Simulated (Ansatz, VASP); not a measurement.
## Two plane-wave programs on GaSe

The input INCAR:

```
  ALGO = Normal
  EDIFF = 1E-8
  ENCUT = 400
  GGA_COMPAT = False
  ISIF = 2
  ISMEAR = -1
  LASPH = True
  LCHARG = False
  LEFG = True
  LREAL = False
  LWAVE = False
  NBANDS = 48
  NELM = 120
  PREC = Accurate
  SIGMA = 0.05
```

KPOINTS

```
k-points
0
Gamma
  14 14 3
```

File POSCAR:

```
GaSe
1.0
    3.7500020507      0.0000000000      0.0000000000
   -1.8750010253      3.2475970401      0.0000000000
    0.0000000000      0.0000000000     15.9200000000
Ga Se
4 4
Direct
    0.3333333333      0.6666666667      0.9276668802
    0.6666666667      0.3333333333      0.4276668802
    0.3333333333      0.6666666667      0.5723331198
    0.6666666667      0.3333333333      0.0723331198
    0.3333333333      0.6666666667      0.1563792316
    0.6666666667      0.3333333333      0.6563792316
    0.3333333333      0.6666666667      0.3436207684
    0.6666666667      0.3333333333      0.8436207684
```

Input for Ansatz:

```yaml
crystal:
  lattice:
    - [3.7500020507, 0.0, 0.0]
    - [-1.8750010253, 3.2475970401, 0.0]
    - [0.0, 0.0, 15.92]
  atoms:
    - { symbol: Ga, position: [0.3333333333, 0.6666666667, 0.9276668802] }
    - { symbol: Ga, position: [0.6666666667, 0.3333333333, 0.4276668802] }
    - { symbol: Ga, position: [0.3333333333, 0.6666666667, 0.5723331198] }
    - { symbol: Ga, position: [0.6666666667, 0.3333333333, 0.0723331198] }
    - { symbol: Se, position: [0.3333333333, 0.6666666667, 0.1563792316] }
    - { symbol: Se, position: [0.6666666667, 0.3333333333, 0.6563792316] }
    - { symbol: Se, position: [0.3333333333, 0.6666666667, 0.3436207684] }
    - { symbol: Se, position: [0.6666666667, 0.3333333333, 0.8436207684] }
kpoints:
  mp_grid: { grid: [14, 14, 3] }
scf:
  occupations: { method: fermi_dirac, width: 0.05 }
hamiltonian:
  xc: lda
  pseudopotentials: { kind: paw }
output:
  forces: true
  stress: true
  populations: true
  efg: { quadrupole_moments_barn: { Ga: 0.107 }, contact_densities: true }
```

Alike in both runs: task electric field gradients; functional LDA; k mesh 14 × 14 × 3; occupations fermi-dirac, width 0.05 eV; no spin polarisation.

|  | VASP | Ansatz |
| --- | --- | --- |
| version | VASP 6.6.1 | Ansatz 0.2.0 |
| potentials or method | VASP PAW LDA potentials, release 64 (Ga_d, Se) | plane-wave PAW, scalar-relativistic |
| plane-wave cutoff (eV) | 400 | 420 |
| valence electrons in the cell | 76 | 116 |

```tsv
	VASP	Ansatz	Ansatz less VASP
rms of the force components (eV/Å)	0.121	0.135	+0.0146
size of Vzz on the site where it differs most (V/Å²)	163.8	168.1	+4.26
```

LDA's correlation is that of Perdew and Zunger in VASP and of Perdew and Wang (1992) in Ansatz. Atom by atom the forces differ by 0.015 eV/Å (rms over components). VASP's potentials hold 76 valence electrons a cell and Ansatz's 116, so a difference there can come from the potentials and not from the codes.
